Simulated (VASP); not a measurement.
Wanted: the native input for a VASP 6.6.1 run.

```yaml
Task: single point
Functional: PBE
Potentials_or_basis: VASP PAW PBE potentials, release 64 (Co, Si)
Cutoff: 520 eV
k_mesh: 16 × 16 × 16
Occupations: gaussian, width 0.15 eV
Spin: no spin polarisation
Dipole_correction: no
Further_INCAR_settings: ALGO = Normal; EDIFF = 1e-07; NBANDS = 16
```

The structure of CoSi2 lies in POSCAR:

```
CoSi2
1.0
    0.0000000000      2.6799390578      2.6799390578
    2.6799390578      0.0000000000      2.6799390578
    2.6799390578      2.6799390578      0.0000000000
Co Si
1 2
Direct
    0.0000000000      0.0000000000      0.0000000000
    0.2126857187      0.2873142813      0.2126857187
    0.7126857187      0.7873142813      0.7126857187
```

This cell differs from its parent crystal: all Si atoms moved -0.200 Å, as atom 2 along Cartesian [0 1 0].

The input as run:

INCAR

```
ALGO = Normal
EDIFF = 1E-7
ENCUT = 520
GGA = PE
ISIF = 2
ISMEAR = 0
LASPH = T
LCHARG = F
LREAL = F
LWAVE = F
NBANDS = 16
NELM = 100
PREC = Accurate
SIGMA = 0.15
```

KPOINTS

```
k-points
0
Gamma
  16 16 16
```

Potentials or basis: VASP PAW PBE potentials, release 64 (Co, Si).

Run with:

```sh
$ cat potpaw_PBE.64/Co/POTCAR potpaw_PBE.64/Si/POTCAR > POTCAR
$ mpirun -np 1 vasp_std > vasp.out
```

Results of the run:

```yaml
Pressure: 3.1 GPa
Largest_force: 2.326 eV/Å
```

Caveat: the cell differs from its parent crystal (all Si atoms moved -0.200 Å, as atom 2 along Cartesian [0 1 0]); forces of over 1 eV/Å act on the atoms, so gaps and moduli don't describe the material at rest.

Run time: 94 s on 1 thread of Intel(R) Xeon(R) 6975P-C (Granite Rapids), with other jobs on the host, peak memory 0.31 GiB.
